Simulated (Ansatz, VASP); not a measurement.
# Two plane-wave programs on Mg

Contents of INCAR:

```
PREC = Accurate
ENCUT = 520
EDIFF = 1E-8
ISMEAR = -1
SIGMA = 0.05
LREAL = F
LASPH = T
NELM = 100
ALGO = Normal
ISIF = 2
LWAVE = F
LCHARG = F
GGA = PS
LEFG = T
NBANDS = 7
```

KPOINTS

```
Automatic mesh
0
Gamma
  15 15 15
```

The input POSCAR:

```
Mg
1.0
   -1.8205623994      1.8205623994      1.6652907139
    1.8205623994     -1.8205623994      1.6652907139
    1.8205623994      1.8205623994     -1.6652907139
Mg
1
Direct
    0.0000000000      0.0000000000      0.0000000000
```

Input for Ansatz:

```yaml
crystal:
  lattice:
    - [-1.8205623994, 1.8205623994, 1.6652907139]
    - [1.8205623994, -1.8205623994, 1.6652907139]
    - [1.8205623994, 1.8205623994, -1.6652907139]
  atoms:
    - { symbol: Mg, position: [0.0, 0.0, 0.0] }
kpoints:
  mp_grid: { grid: [15, 15, 15] }
scf:
  occupations: { method: fermi_dirac, width: 0.05 }
hamiltonian:
  xc: pbesol
  pseudopotentials: { kind: paw }
output:
  forces: true
  stress: true
  eigenvalues: true
  efg: { contact_densities: true }
```

Change from the starting cell: volume scaled by 0.975, PAW files.

Alike in both runs: task electric field gradients; functional PBEsol; k mesh 15 × 15 × 15; occupations fermi-dirac, width 0.05 eV; no spin polarisation.

```csv
,VASP,Ansatz
version,VASP 6.6.1,Ansatz 0.2.0
potentials or method,"VASP PAW PBE potentials, release 64 (Mg)","PAW with Ansatz's default frozen-core files, scalar-relativistic"
plane-wave cutoff (eV),520,420
valence electrons in the cell,2,10
```

```csv
,VASP,Ansatz,Ansatz less VASP
pressure (GPa),0.8,0.8,+0.04
"traceless stress, the component that is largest in VASP (GPa)",0.32,0.31,-0.004
size of Vzz on the site where it differs most (V/Å²),2.3,2.5,+0.15
```

VASP's potentials were made for PBE, not for PBEsol. With one functional, cell and mesh, what is left measures potentials, basis and numerics. VASP's potentials hold 2 valence electrons a cell and Ansatz's 10, so a difference there can come from the potentials and not from the codes.
